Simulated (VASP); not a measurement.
**PmO: single point with PBE**

Crystal: PmO.

```
Pm O
1.0
     0.00000    2.48500    2.48500
     2.48500    0.00000    2.48500
     2.48500    2.48500    0.00000
Pm O
1 1
Direct
  0.00000 0.00000 0.00000
  0.50000 0.50000 0.50000
```

| Item | Value |
| --- | --- |
| Program | VASP 6.6.1 |
| Task | single point |
| Functional | PBE |
| Potentials or basis | VASP PAW PBE potentials, release 64 (Pm, O) |
| Cutoff | 600 eV |
| k mesh | 6 × 6 × 6 |
| Occupations | fermi-dirac, width 0.1 eV |
| Spin | no spin polarisation |

The pressure is -5.5 GPa and the band gap on the k mesh is zero (an odd number of electrons rules out a gap without spin polarisation).

Levels at points of the mesh, in eV from the Fermi level:
| k point | band 7 | band 8 | band 9 | band 10 | band 11 | band 12 | band 13 | band 14 |
| --- | --- | --- | --- | --- | --- | --- | --- | --- |
| (0.00, 0.00, 0.00) | -4.36 | -4.36 | -0.28 | 0.29 | 0.29 | 0.29 | 0.62 | 0.62 |
| (0.50, 0.00, 0.00) | -5.59 | -5.59 | -0.14 | -0.08 | -0.08 | 0.20 | 0.20 | 0.26 |
| (0.50, 0.50, 0.00) | -4.12 | -3.93 | -1.55 | -0.03 | 0.04 | 0.09 | 0.09 | 0.26 |

Wall time 14 s on 1 thread of Intel(R) Xeon(R) Platinum 8488C (Sapphire Rapids) (shared host), peak memory 0.17 GiB.

Caveat: the k points lie up to 0.36 Å⁻¹ apart, too coarse for converged energies and pressures of a metal; spin-orbit coupling is left out, which moves the levels of the heavy elements; an odd number of electrons without spin polarisation forces a metal; a magnetic or distorted state may lie lower; semilocal functionals describe open f shells poorly, which spoils levels, moments and volumes. Spin polarisation is off, so any magnetic state and its effect on volume and gap are missing.
